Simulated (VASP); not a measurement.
# Si2W (I4/mmm) in VASP: notebook, part 3 of 3

VASP 6.6.1. Earlier steps stand in the parts before.

## (4) Single point, LDA

This run uses another cell than the first one, of the same volume but with other edges.

INCAR reads:

```
SYSTEM = Si2W
PREC = Accurate ; ENCUT = 520
EDIFF = 1E-6 ; ISMEAR = 0
SIGMA = 0.15 ; LREAL = .FALSE.
LASPH = .TRUE. ; NELM = 60
ALGO = Normal ; ISIF = 2
LWAVE = .FALSE. ; LCHARG = .TRUE.
GGA = CA ; LELF = .TRUE.
LVHAR = .TRUE. ; NBANDS = 18
```

KPOINTS reads:

```
Automatic mesh
0
G
  18 18 18
  0 0 0
```

POSCAR reads:

```
Si2W
1.0
   -1.6685459133      1.6685459133      3.5416555556
    1.6685459133     -1.6685459133      3.5416555556
    1.6685459133      1.6685459133     -3.5416555556
Si W
2 1
Direct
    0.3453817857      0.3453817857      0.0000000000
    0.6546182143      0.6546182143      0.0000000000
    0.0000000000      0.0000000000      0.0000000000
```

Potentials or basis: VASP PAW LDA potentials, release 64 (Si, W_sv).

On the command line:

```bash
> cat potpaw_LDA.64/Si/POTCAR potpaw_LDA.64/W_sv/POTCAR > POTCAR
> mpirun -np 1 vasp_std > vasp.out
```

OUTCAR:

```text
SYSTEM = Si2W
   PREC = Accurate
   ENCUT = 520
   EDIFF = 1E-6
   ISMEAR = 0
   LREAL = .FALSE.
   LASPH = .TRUE.
   NELM = 60
   ISIF = 2
   GGA = CA

 ion  position               nearest neighbor table
   1  0.345  0.345  0.000-   2 2.19   3 2.45   3 2.60   3 2.60   3 2.60   3 2.60   2 2.72   2 2.72
                             2 2.72   2 2.72
   2  0.655  0.655  0.000-   1 2.19   3 2.45   3 2.60   3 2.60   3 2.60   3 2.60   1 2.72   1 2.72
                             1 2.72   1 2.72
   3  0.000  0.000  0.000-   1 2.45   2 2.45   1 2.60   2 2.60   2 2.60   2 2.60   1 2.60   1 2.60
                             2 2.60   1 2.60

  LATTYP: Found a body centered tetragonal cell.
 ALAT       =     3.3370918266
 C/A-ratio  =     2.1226000000

  Lattice vectors:

 A1 = (  -1.6685459133,   1.6685459133,   3.5416555556)
 A2 = (   1.6685459133,  -1.6685459133,   3.5416555556)
 A3 = (   1.6685459133,   1.6685459133,  -3.5416555556)

Analysis of symmetry for initial positions (statically):
=====================================================================
 Subroutine PRICEL returns:
 Original cell was already a primitive cell.

 Routine SETGRP: Setting up the symmetry group for a
 body centered tetragonal supercell.

 Subroutine GETGRP returns: Found 16 space group operations
 (whereof 16 operations were pure point group operations)
 out of a pool of 16 trial point group operations.

The static configuration has the point symmetry D_4h.

Analysis of symmetry for dynamics (positions and initial velocities):
=====================================================================
 Subroutine PRICEL returns:
 Original cell was already a primitive cell.

 Routine SETGRP: Setting up the symmetry group for a
 body centered tetragonal supercell.

 Subroutine GETGRP returns: Found 16 space group operations
 (whereof 16 operations were pure point group operations)
 out of a pool of 16 trial point group operations.

The dynamic configuration has the point symmetry D_4h.

 Subroutine INISYM returns: Found 16 space group operations
 (whereof 16 operations are pure point group operations),
 and found     1 'primitive' translations

----------------------------------------------------------------------------------------

                                     Primitive cell

  volume of cell :      39.4405

  direct lattice vectors                    reciprocal lattice vectors
    -1.668545913  1.668545913  3.541655556     0.000000000  0.299662117  0.141176913
     1.668545913 -1.668545913  3.541655556     0.299662117  0.000000000  0.141176913
     1.668545913  1.668545913 -3.541655556     0.299662117  0.299662117  0.000000000

  length of vectors
     4.255750816  4.255750816  4.255750816     0.331252630  0.331252630  0.423786229

  position of ions in fractional coordinates (direct lattice)
     0.345381786  0.345381786  0.000000000
     0.654618214  0.654618214  0.000000000
     0.000000000  0.000000000  0.000000000

  ion indices of the primitive-cell ions
   primitive index   ion index
                 1           1
                 2           2
                 3           3

----------------------------------------------------------------------------------------

 KPOINTS: Automatic mesh

Automatic generation of k-mesh.
 Grid dimensions read from file:
 generate k-points for:   18   18   18

 Generating k-lattice:

  Cartesian coordinates                     Fractional coordinates (reciprocal lattice)
     0.000000000  0.016647895  0.007843162     0.055555556  0.000000000 -0.000000000
     0.016647895  0.000000000  0.007843162     0.000000000  0.055555556 -0.000000000
     0.016647895  0.016647895  0.000000000     0.000000000  0.000000000  0.055555556

  Length of vectors
     0.018402924  0.018402924  0.023543679

  Shift w.r.t. Gamma in fractional coordinates (k-lattice)
     0.000000000  0.000000000  0.000000000

 Subroutine IBZKPT returns following result:
 ===========================================

 Found    480 irreducible k-points:

 Following reciprocal coordinates:
            Coordinates               Weight
  0.000000  0.000000  0.000000      1.000000
  0.055556 -0.000000  0.000000      8.000000
  0.111111 -0.000000  0.000000      8.000000
  0.166667 -0.000000  0.000000      8.000000
  0.222222  0.000000  0.000000      8.000000
  0.277778 -0.000000  0.000000      8.000000
[... 16 lines left out ...]
 -0.277778  0.055556 -0.000000     16.000000
 -0.222222  0.055556  0.000000     16.000000
 [... further k-points ...]
   k-points           NKPTS =    480   k-points in BZ     NKDIM =    480   number of bands    NBANDS=     18
   number of dos      NEDOS =    301   number of ions     NIONS =      3
   total plane-waves  NPLWV =  32768
   dimension x,y,z NGX =    32 NGY =   32 NGZ =   32
   dimension x,y,z NGXF=    64 NGYF=   64 NGZF=   64
   ions per type =               2   1
   NGX,Y,Z   is equivalent  to a cutoff of  12.50, 12.50, 12.50 a.u.
   NGXF,Y,Z  is equivalent  to a cutoff of  25.00, 25.00, 25.00 a.u.
 SYSTEM =  Si2W
   PREC   = accura    normal or accurate (medium, high low for compatibility)
   ISTART =      0    job   : 0-new  1-cont  2-samecut
   ICHARG =      2    charge: 1-file 2-atom 10-const
   ISPIN  =      1    spin polarized calculation?
   LNONCOLLINEAR =      F non collinear calculations
   LSORBIT =      F    spin-orbit coupling
   LASPH  =      T    aspherical Exc in radial PAW
   ENCUT  =  520.0 eV  38.22 Ry    6.18 a.u.   7.91  7.91  7.91*2*pi/ulx,y,z
   NELM   =     60;   NELMIN=  2; NELMDL= -5     # of ELM steps
   EDIFF  = 0.1E-05   stopping-criterion for ELM
   LREAL  =      F    real-space projection
   EDIFFG = 0.1E-04   stopping-criterion for IOM
   NSW    =      0    number of steps for IOM
   IBRION =     -1    ionic relax: 0-MD 1-quasi-New 2-CG
   NFREE  =      0    steps in history (QN), initial steepest desc. (CG)
   ISIF   =      2    stress and relaxation
   ISYM   =      2    0-nonsym 1-usesym 2-fastsym
   POTIM  = 0.5000    time-step for ionic-motion
   TEBEG  =    0.0;   TEEND  =   0.0 temperature during run
   PSTRESS=    0.0 pullay stress
   NELECT =      22.0000    total number of electrons
   NUPDOWN=      -1.0000    fix difference up-down
   EMIN   =  10.00;   EMAX   =-10.00  energy-range for DOS
   EFERMI =   0.00;   METHOD = LEGACY
   ISMEAR =     0;   SIGMA  =   0.15  broadening in eV -4-tet -1-fermi 0-gaus
   EFERMI_NEDOS =   21; number of points for ismear=-14 and -15
   IALGO  =     38    algorithm
   IMIX   =      4    mixing-type and parameters
     AMIX     =   0.40;   BMIX     =  1.00
     AMIX_MAG =   1.60;   BMIX_MAG =  1.00
  volume/ion in A,a.u.               =      13.15        88.72
  Fermi-wavevector in a.u.,A,eV,Ry     =   1.347622  2.546637 24.709347  1.816086
  Thomas-Fermi vector in A             =   2.475358
   LORBIT       =      0    0 simple, 1 ext, 2 COOP (PROOUT), +10 PAW based schemes
   GGA     = CA    functional components
   LHFCALC =     F    Hartree Fock is set to
   AEXX    =    0.0000 exact exchange contribution
   IVDW    =     0    specifies the selected vdW correction
   LEPSILON=     F    determine dielectric tensor
   LRPA    =     F    only Hartree local field effects (RPA)
 non-spin polarized calculation
 Gauss-broadening in eV      SIGMA  =   0.15
  energy-cutoff  :      520.00
  volume of cell :       39.44
 maximum number of plane-waves:      1089
   NGX = 15   NGY = 15   NGZ = 15

 number of electron      22.0000002 magnetization

 Free energy of the ion-electron system (eV)
  ---------------------------------------------------
  ext. energy  EPLUGINS =         0.00000000
  ---------------------------------------------------
  free energy    TOTEN  =       -26.36192012 eV

  energy without entropy =      -26.35610281  energy(sigma->0) =      -26.35901147

 E-fermi :  11.9693     XC(G=0): -12.7281

 val. band max:       11.9616701505   @ k =  -0.4444  -0.4444   0.3889
 cond. band min:      11.9812330773   @ k =  -0.3333  -0.3333   0.3333
 fundamental gap:      0.0195629269
 Fermi energy:        11.9692588280

 k-point     1 :       0.0000    0.0000    0.0000
  band No.  band energies     occupation
      1     -61.1950      2.00000
      2     -25.8464      2.00000
      3     -25.8464      2.00000
      4     -25.6002      2.00000
      5      -2.0222      2.00000
      6       5.3869      2.00000
[... 10 lines left out ...]
     17      19.0009      0.00000
     18      19.0009      0.00000
[... 463 lines left out ...]
 k-point    24 :      -0.2222    0.0556    0.0000
  band No.  band energies     occupation
      1     -61.1929      2.00000
      2     -25.9126      2.00000
      3     -25.8454      2.00000
      4     -25.5983      2.00000
      5      -1.1476      2.00000
      6       5.4080      2.00000
[... 10 lines left out ...]
     17      18.4119      0.00000
     18      20.5198      0.00000

 [... further k-points ...]
[... 5 lines left out ...]
  --------------------------------------------------------------------------------------
  -------------------------------------------------------------------------------------
  Total       -3.1186040     -3.1186040     14.8569931      0.0000000      0.0000000      0.0000000
  in kB     -126.6858681   -126.6858681    603.5300087      0.0000000      0.0000000      0.0000000
  external PRESSURE =     116.7194242 kB  Pullay stress =       0.0000000 kB

 VOLUME and BASIS-vectors are now :
 -----------------------------------------------------------------------------
  energy-cutoff  :      520.00
  volume of cell :       39.44
      direct lattice vectors                 reciprocal lattice vectors
    -1.668545913  1.668545913  3.541655556     0.000000000  0.299662117  0.141176913
     1.668545913 -1.668545913  3.541655556     0.299662117  0.000000000  0.141176913
     1.668545913  1.668545913 -3.541655556     0.299662117  0.299662117  0.000000000

 POSITION                                       TOTAL-FORCE (eV/Angst)
 -----------------------------------------------------------------------------------
      0.00000      0.00000      2.44645        -0.000000     -0.000000     -2.864945
      0.00000      0.00000      4.63686         0.000000      0.000000      2.864945
      0.00000      0.00000      0.00000         0.000000      0.000000      0.000000
 -----------------------------------------------------------------------------------
    total drift:                                0.000000     -0.000000     -0.000000

  FREE ENERGIE OF THE ION-ELECTRON SYSTEM (eV)
  ---------------------------------------------------
  free  energy   TOTEN  =       -26.3619201210 eV

  energy  without entropy=      -26.3561028101  energy(sigma->0) =      -26.35901147
```

Run time: 94 s. Hardware: 1 thread of Intel Xeon 6975P-C (Granite Rapids), shared host; peak memory 0.41 GiB.

Results:

```
Free energy            : -26.3619 eV
Pressure               : 11.7 GPa
Largest force          : 2.865 eV/Å
Band gap on the k mesh : zero (bands 11 and 12 overlap by 0.30 eV)
```

Forces on the atoms (eV/Å):
```
Si   0.000  0.000 -2.865
Si   0.000  0.000  2.865
W    0.000  0.000  0.000
```

Levels at points of the mesh, in eV from the Fermi level:
```
           k point  band 9  band 10  band 11  band 12  band 13  band 14
(0.00, 0.00, 0.00)   -3.04    -1.62    -0.23     1.68     1.68     3.07
(0.50, 0.00, 0.00)   -3.71    -2.08    -0.55     1.95     2.76     4.50
(0.50, 0.50, 0.00)   -4.81    -2.20    -2.13     2.20     2.35     4.84
(0.50, 0.50, 0.50)   -1.41    -1.41    -0.09    -0.09     0.10     5.10
```

Caveat: the cell stands under pressure; spin-orbit coupling is left out, which moves the levels of the heavy elements; forces of over 1 eV/Å act on the atoms, so gaps and moduli don't describe the material at rest.

## (5) Summary

```csv
cell,gap on the mesh (eV),pressure (GPa),largest force (eV/Å)
"a = 4.573 Å, angles 139.8, 139.8, 58.1°, 3 atoms, atomic positions A",none,4.1,1.68
"a = 4.256 Å, angles 133.8, 133.8, 67.3°, 3 atoms, atomic positions B",none,29.5,12.17
"a = 4.256 Å, angles 133.8, 133.8, 67.3°, 3 atoms, atomic positions A",none,11.7,2.86
```

Alike in all rows: task single point; level LDA; potentials or basis VASP PAW LDA potentials, release 64 (Si, W_sv); no spin polarisation; k mesh 18 × 18 × 18; cutoff (eV) 520; smearing gaussian 0.15 eV.

Caveats: the cell stands under pressure; spin-orbit coupling is left out, which moves the levels of the heavy elements; forces of over 1 eV/Å act on the atoms, so gaps and moduli don't describe the material at rest.

Absolute energies hang on the potentials; compare differences alone.
